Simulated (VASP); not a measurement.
# Os (I4/mmm) in VASP: further runs

The runs below take Os through single point, with r2SCAN.

Everything below comes from runs of VASP 6.6.1. Logs are shortened: lines on timing, memory, paths and dates and some standing lists are left out, and cuts for length are marked.

### Step 1. The cell of the first run

It takes space group I4/mmm (No. 139, tetragonal). The conventional cell has a = 2.520 Å, b = 2.520 Å, c = 4.634 Å, α = 90.00°, β = 90.00°, γ = 90.00°. Os (site symmetry 4/mmm) has 12 Os at 2.52 to 2.92 Å within 3.3 Å.

### Step 2. Single point, r2SCAN

POSCAR

```
Os
1.0
    0.0000000000      1.7821263362      2.3167642370
    1.7821263362      0.0000000000      2.3167642370
    1.7821263362      1.7821263362      0.0000000000
Os
1
Direct
    0.0000000000      0.0000000000      0.0000000000
```

INCAR.step1

```
  PREC = Accurate
  ENCUT = 520
  ISMEAR = 0
  SIGMA = 0.15
  LREAL = F
  LASPH = T
  NELM = 80
  NBANDS = 10
  GGA = PE
  ALGO = Normal
  EDIFF = 1E-4
  LWAVE = T
  LCHARG = F
```

INCAR.step2

```
  PREC = Accurate
  ENCUT = 520
  EDIFF = 1E-7
  ISMEAR = 0
  SIGMA = 0.15
  LREAL = F
  LASPH = T
  NELM = 80
  ALGO = Normal
  ISIF = 2
  LWAVE = F
  LCHARG = F
  METAGGA = R2SCAN
  LMIXTAU = T
  NBANDS = 10
  ISTART = 1
```

KPOINTS

```
regular mesh
0
Gamma
  24 24 24
```

Potentials or basis: VASP PAW PBE potentials, release 64 (Os).

On the command line:

```sh
$ cat potpaw_PBE.64/Os/POTCAR > POTCAR
$ cp INCAR.step1 INCAR
$ mpirun -np 1 vasp_std > vasp.out
$ cp INCAR.step2 INCAR
$ mpirun -np 1 vasp_std > vasp.out
```

OUTCAR:

```text
PREC = Accurate
   ENCUT = 520
   EDIFF = 1E-7
   ISMEAR = 0
   LREAL = F
   LASPH = T
   NELM = 80
   ISIF = 2
   METAGGA = R2SCAN
   ISTART = 1

 ion  position               nearest neighbor table
   1  0.000  0.000  0.000-

  LATTYP: Found a body centered tetragonal cell.
 ALAT       =     2.5203072345
 C/A-ratio  =     1.8384776310

  Lattice vectors:

 A1 = (  -1.7821263362,   0.0000000000,   2.3167642370)
 A2 = (   1.7821263362,   0.0000000000,   2.3167642370)
 A3 = (   0.0000000000,   1.7821263362,  -2.3167642370)

Analysis of symmetry for initial positions (statically):
=====================================================================
 Subroutine PRICEL returns:
 Original cell was already a primitive cell.

 Routine SETGRP: Setting up the symmetry group for a
 body centered tetragonal supercell.

 Subroutine GETGRP returns: Found 16 space group operations
 (whereof 16 operations were pure point group operations)
 out of a pool of 16 trial point group operations.

The static configuration has the point symmetry D_4h.

Analysis of symmetry for dynamics (positions and initial velocities):
=====================================================================
 Subroutine PRICEL returns:
 Original cell was already a primitive cell.

 Routine SETGRP: Setting up the symmetry group for a
 body centered tetragonal supercell.

 Subroutine GETGRP returns: Found 16 space group operations
 (whereof 16 operations were pure point group operations)
 out of a pool of 16 trial point group operations.

The dynamic configuration has the point symmetry D_4h.

 Subroutine INISYM returns: Found 16 space group operations
 (whereof 16 operations are pure point group operations),
 and found     1 'primitive' translations

----------------------------------------------------------------------------------------

                                     Primitive cell

  volume of cell :      14.7160

  direct lattice vectors                    reciprocal lattice vectors
     0.000000000  1.782126336  2.316764237    -0.280563723  0.280563723  0.215818249
     1.782126336  0.000000000  2.316764237     0.280563723 -0.280563723  0.215818249
     1.782126336  1.782126336  0.000000000     0.280563723  0.280563723 -0.215818249

  length of vectors
     2.922904516  2.922904516  2.520307235     0.451674132  0.451674132  0.451674132

  position of ions in fractional coordinates (direct lattice)
     0.000000000  0.000000000  0.000000000

  ion indices of the primitive-cell ions
   primitive index   ion index
                 1           1

----------------------------------------------------------------------------------------

 KPOINTS: regular mesh

Automatic generation of k-mesh.
 Grid dimensions read from file:
 generate k-points for:   24   24   24

 Generating k-lattice:

  Cartesian coordinates                     Fractional coordinates (reciprocal lattice)
    -0.011690155  0.011690155  0.008992427     0.041666667  0.000000000  0.000000000
     0.011690155 -0.011690155  0.008992427     0.000000000  0.041666667  0.000000000
     0.011690155  0.011690155 -0.008992427    -0.000000000 -0.000000000  0.041666667

  Length of vectors
     0.018819756  0.018819756  0.018819756

  Shift w.r.t. Gamma in fractional coordinates (k-lattice)
     0.000000000  0.000000000  0.000000000

 Subroutine IBZKPT returns following result:
 ===========================================

 Found   1063 irreducible k-points:

 Following reciprocal coordinates:
            Coordinates               Weight
  0.000000  0.000000  0.000000      1.000000
  0.041667  0.000000  0.000000      8.000000
  0.083333  0.000000  0.000000      8.000000
  0.125000  0.000000  0.000000      8.000000
  0.166667 -0.000000  0.000000      8.000000
  0.208333  0.000000  0.000000      8.000000
[... 16 lines left out ...]
  0.416667  0.041667  0.000000      8.000000
  0.458333  0.041667  0.000000      8.000000
 [... further k-points ...]
   k-points           NKPTS =   1063   k-points in BZ     NKDIM =   1063   number of bands    NBANDS=     10
   number of dos      NEDOS =    301   number of ions     NIONS =      1
   total plane-waves  NPLWV =  11520
   dimension x,y,z NGX =    24 NGY =   24 NGZ =   20
   dimension x,y,z NGXF=    48 NGYF=   48 NGZF=   40
   ions per type =               1
   NGX,Y,Z   is equivalent  to a cutoff of  13.65, 13.65, 13.19 a.u.
   NGXF,Y,Z  is equivalent  to a cutoff of  27.30, 27.30, 26.39 a.u.
 SYSTEM =  unknown system
   PREC   = accura    normal or accurate (medium, high low for compatibility)
   ISTART =      1    job   : 0-new  1-cont  2-samecut
   ICHARG =      0    charge: 1-file 2-atom 10-const
   ISPIN  =      1    spin polarized calculation?
   LNONCOLLINEAR =      F non collinear calculations
   LSORBIT =      F    spin-orbit coupling
   LASPH  =      T    aspherical Exc in radial PAW
   ENCUT  =  520.0 eV  38.22 Ry    6.18 a.u.   5.43  5.43  4.69*2*pi/ulx,y,z
   NELM   =     80;   NELMIN=  2; NELMDL=  0     # of ELM steps
   EDIFF  = 0.1E-06   stopping-criterion for ELM
   LREAL  =      F    real-space projection
   EDIFFG = 0.1E-05   stopping-criterion for IOM
   NSW    =      0    number of steps for IOM
   IBRION =     -1    ionic relax: 0-MD 1-quasi-New 2-CG
   NFREE  =      0    steps in history (QN), initial steepest desc. (CG)
   ISIF   =      2    stress and relaxation
   ISYM   =      2    0-nonsym 1-usesym 2-fastsym
   POTIM  = 0.5000    time-step for ionic-motion
   TEBEG  =    0.0;   TEEND  =   0.0 temperature during run
   PSTRESS=    0.0 pullay stress
   NELECT =       8.0000    total number of electrons
   NUPDOWN=      -1.0000    fix difference up-down
   EMIN   =  10.00;   EMAX   =-10.00  energy-range for DOS
   EFERMI =   0.00;   METHOD = LEGACY
   ISMEAR =     0;   SIGMA  =   0.15  broadening in eV -4-tet -1-fermi 0-gaus
   EFERMI_NEDOS =   21; number of points for ismear=-14 and -15
   IALGO  =     38    algorithm
   IMIX   =      4    mixing-type and parameters
     AMIX     =   0.40;   BMIX     =  1.00
     AMIX_MAG =   1.60;   BMIX_MAG =  1.00
  volume/ion in A,a.u.               =      14.72        99.31
  Fermi-wavevector in a.u.,A,eV,Ry     =   1.336109  2.524880 24.288947  1.785187
  Thomas-Fermi vector in A             =   2.464761
   LORBIT       =      0    0 simple, 1 ext, 2 COOP (PROOUT), +10 PAW based schemes
   METAGGA = R2SCAN    functional components
   LHFCALC =     F    Hartree Fock is set to
   AEXX    =    0.0000 exact exchange contribution
   IVDW    =     0    specifies the selected vdW correction
   LEPSILON=     F    determine dielectric tensor
   LRPA    =     F    only Hartree local field effects (RPA)
 non-spin polarized calculation
 Gauss-broadening in eV      SIGMA  =   0.15
  energy-cutoff  :      520.00
  volume of cell :       14.72
 maximum number of plane-waves:       414
 NGX is ok and might be reduce to    24

 number of electron       7.9999999 magnetization

 Free energy of the ion-electron system (eV)
  ---------------------------------------------------
  ext. energy  EPLUGINS =         0.00000000
  ---------------------------------------------------
  free energy    TOTEN  =       -52.07941196 eV

  energy without entropy =      -52.06984684  energy(sigma->0) =      -52.07462940

 E-fermi :   8.5748     XC(G=0): -15.0067

 val. band max:        8.5733287082   @ k =   0.4583   0.2083   0.0417
 cond. band min:       8.5776198927   @ k =  -0.4583   0.0000   0.3333
 fundamental gap:      0.0042911845
 Fermi energy:         8.5748448148

 k-point     1 :       0.0000    0.0000    0.0000
  band No.  band energies     occupation
      1      -2.3942      2.00000
      2       3.1300      2.00000
      3       5.3928      2.00000
      4       7.3715      2.00000
      5       7.3715      2.00000
      6      10.8309      0.00000
      7      24.5047      0.00000
      8      24.5525      0.00000
      9      32.2012      0.00000
     10      32.2012      0.00000

 k-point     2 :       0.0417    0.0000    0.0000
  band No.  band energies     occupation
      1      -2.3101      2.00000
      2       3.1753      2.00000
      3       5.4121      2.00000
      4       7.2882      2.00000
      5       7.4037      2.00000
      6      10.7633      0.00000
      7      24.5824      0.00000
      8      24.7373      0.00000
      9      31.5590      0.00000
     10      32.3692      0.00000

 k-point     3 :       0.0833    0.0000    0.0000
  band No.  band energies     occupation
      1      -2.0634      2.00000
      2       3.3046      2.00000
      3       5.4630      2.00000
      4       7.0738      2.00000
      5       7.4979      2.00000
      6      10.5715      0.00000
      7      24.7564      0.00000
      8      25.2984      0.00000
      9      30.3395      0.00000
     10      32.8581      0.00000

 k-point     4 :       0.1250    0.0000    0.0000
  band No.  band energies     occupation
      1      -1.6710      2.00000
      2       3.4986      2.00000
      3       5.5026      2.00000
      4       6.8459      2.00000
      5       7.6445      2.00000
      6      10.2862      0.00000
      7      24.9808      0.00000
      8      26.0830      0.00000
      9      29.1564      0.00000
     10      33.6217      0.00000
[... 222 lines left out ...]
 k-point    22 :       0.3750    0.0417    0.0000
  band No.  band energies     occupation
      1       0.8853      2.00000
      2       3.7877      2.00000
      3       6.1915      2.00000
      4       7.7606      2.00000
      5       9.4601      0.00000
      6       9.9543      0.00000
      7      20.6551      0.00000
      8      22.9838      0.00000
      9      32.1230      0.00000
     10      33.2875      0.00000

 k-point    23 :       0.4167    0.0417    0.0000
  band No.  band energies     occupation
      1       0.9866      2.00000
      2       3.7025      2.00000
      3       7.0629      2.00000
      4       7.5425      2.00000
      5      10.1083      0.00000
      6      10.1281      0.00000
      7      19.4139      0.00000
      8      22.3465      0.00000
      9      31.2246      0.00000
     10      32.7400      0.00000

 k-point    24 :       0.4583    0.0417    0.0000
  band No.  band energies     occupation
      1       1.0130      2.00000
      2       3.6694      2.00000
      3       7.3696      2.00000
      4       7.8331      2.00000
      5      10.2522      0.00000
      6      10.6229      0.00000
      7      18.5375      0.00000
      8      21.8524      0.00000
      9      30.2382      0.00000
     10      32.3870      0.00000

 [... further k-points ...]

------------------------ aborting loop because EDIFF is reached ----------------------------------------

  FORCE on cell =-STRESS in cart. coord.  units (eV):
  Direction    XX          YY          ZZ          XY          YZ          ZX
  --------------------------------------------------------------------------------------
  -------------------------------------------------------------------------------------
  Total        2.8266891      2.8266891     -5.3959812      0.0000000     -0.0000000      0.0000000
  in kB      307.7512461    307.7512461   -587.4788001      0.0000000     -0.0000000      0.0000000
  external PRESSURE =       9.3412307 kB  Pullay stress =       0.0000000 kB

 VOLUME and BASIS-vectors are now :
 -----------------------------------------------------------------------------
  energy-cutoff  :      520.00
  volume of cell :       14.72
      direct lattice vectors                 reciprocal lattice vectors
     0.000000000  1.782126336  2.316764237    -0.280563723  0.280563723  0.215818249
     1.782126336  0.000000000  2.316764237     0.280563723 -0.280563723  0.215818249
     1.782126336  1.782126336  0.000000000     0.280563723  0.280563723 -0.215818249

 POSITION                                       TOTAL-FORCE (eV/Angst)
 -----------------------------------------------------------------------------------
      0.00000      0.00000      0.00000         0.000000     -0.000000      0.000000
 -----------------------------------------------------------------------------------
    total drift:                                0.000000      0.000000     -0.000000

  FREE ENERGIE OF THE ION-ELECTRON SYSTEM (eV)
  ---------------------------------------------------
  free  energy   TOTEN  =       -52.0794119628 eV

  energy  without entropy=      -52.0698468394  energy(sigma->0) =      -52.07462940
```

Run time: 5.1 min. Hardware: 1 thread of Intel Xeon Platinum 8259CL at 2.50GHz (Skylake/Cascade Lake), shared host; peak memory 0.28 GiB.

What came out:

```
Free energy            : -52.0794 eV
Pressure               : 0.9 GPa
Band gap on the k mesh : zero (bands 4 and 5 overlap by 3.88 eV)
```

Stress tensor (GPa, compression positive):
```
 30.78   0.00   0.00
  0.00  30.78   0.00
  0.00   0.00 -58.75
```

Caveat: the stress differs along the axes, from -59 to 31 GPa; the PAW data sets were made with another functional, which shifts forces and pressure a little; spin-orbit coupling is left out, which moves the levels of the heavy elements.

### Step 3. Single point, r2SCAN

This run uses another cell than the first one, of the same volume but with other edges.

POSCAR

```
Os
1.0
    0.0000000000      1.9998173407      1.8398319534
    1.9998173407      0.0000000000      1.8398319534
    1.9998173407      1.9998173407      0.0000000000
Os
1
Direct
    0.0000000000      0.0000000000      0.0000000000
```

INCAR.step1

```
PREC = Accurate ; ENCUT = 520
ISMEAR = 0 ; SIGMA = 0.15
LREAL = F ; LASPH = T
NELM = 60 ; NBANDS = 10
GGA = PE ; ALGO = Normal
EDIFF = 1E-4 ; LWAVE = T
LCHARG = F
```

INCAR.step2

```
PREC = Accurate ; ENCUT = 520
EDIFF = 1E-6 ; ISMEAR = 0
SIGMA = 0.15 ; LREAL = F
LASPH = T ; NELM = 60
ALGO = Normal ; ISIF = 2
LWAVE = F ; LCHARG = T
METAGGA = R2SCAN ; LMIXTAU = T
LELF = T ; LVHAR = T
NBANDS = 10 ; ISTART = 1
```

KPOINTS

```
Automatic mesh
0
Gamma
  24 24 24
```

Potentials or basis: VASP PAW PBE potentials, release 64 (Os).

On the command line:

```sh
$ cat potpaw_PBE.64/Os/POTCAR > POTCAR
$ cp INCAR.step1 INCAR
$ mpirun -np 1 vasp_std > vasp.out
$ cp INCAR.step2 INCAR
$ mpirun -np 1 vasp_std > vasp.out
```

Wall time 6.2 min (1 thread of Intel Xeon Platinum 8259CL at 2.50GHz (Skylake/Cascade Lake), shared host); peak memory 0.28 GiB.

Results (log left out):

| Quantity | Value |
| --- | --- |
| Free energy | -52.7561 eV |
| Pressure | -15.2 GPa |
| Band gap on the k mesh | zero (bands 4 and 5 overlap by 4.70 eV) |

Stress tensor (GPa, compression positive):
```
-24.50   0.00   0.00
  0.00 -24.50   0.00
  0.00   0.00   3.51
```

Levels at points of the mesh, in eV from the Fermi level:
```csv
k point,band 1,band 2,band 3,band 4,band 5,band 6,band 7,band 8,band 9
"(0.00, 0.00, 0.00)",-10.87,-3.24,-3.24,-2.10,-0.78,0.64,15.08,19.86,19.86
"(0.50, 0.00, 0.00)",-7.59,-3.69,-2.40,-0.23,1.96,2.68,8.87,14.40,20.19
"(0.50, 0.50, 0.00)",-7.34,-6.80,2.23,3.01,3.01,3.57,11.52,11.52,13.62
"(0.50, 0.00, 0.50)",-7.45,-6.62,1.69,2.15,2.43,3.43,11.40,12.58,13.68
```

Caveat: the stress differs along the axes, from -25 to 4 GPa; the PAW data sets were made with another functional, which shifts forces and pressure a little; spin-orbit coupling is left out, which moves the levels of the heavy elements.
